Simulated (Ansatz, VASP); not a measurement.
# One calculation of SiO2, two programs

```
Si O
1.0
     4.15204    0.00000    0.00000
     0.00000    4.15204    0.00000
     0.00000    0.00000    2.64989
Si O
2 4
Direct
  0.00000 0.00000 0.00000
  0.50000 0.50000 0.50000
  0.30670 0.30670 0.00000
  0.19330 0.80670 0.50000
  0.69330 0.69330 0.00000
  0.80670 0.19330 0.50000
```

Change from the starting cell: volume scaled by 0.98.

Alike in both runs: task single point; functional PBEsol; k mesh 6 × 6 × 9; occupations fermi-dirac, width 0.03 eV; no spin polarisation.

|  | VASP | Ansatz |
| --- | --- | --- |
| version | VASP 6.6.1 | Ansatz 0.2.0 |
| potentials or method | VASP PAW PBE potentials, release 64 (Si, O), cutoff 520 eV | all-electron LAPW, scalar-relativistic |

Ansatz gave:

* gap on the k mesh at the Fermi level (eV): 5.95
* pressure (GPa): 10.9
* traceless stress, the component that is largest in VASP (GPa): 1.44
* rms of the force components (eV/Å): 0.159

Q: What did VASP give for the same quantities?

A: gap on the k mesh at the Fermi level (eV): 5.95; pressure (GPa): 11.8; traceless stress, the component that is largest in VASP (GPa): 2.14; rms of the force components (eV/Å): 0.182.

VASP's potentials were made for PBE, not for PBEsol. Atom by atom the forces differ by 0.022 eV/Å (rms over components). Ansatz ran all-electron here, and VASP with PAW potentials.
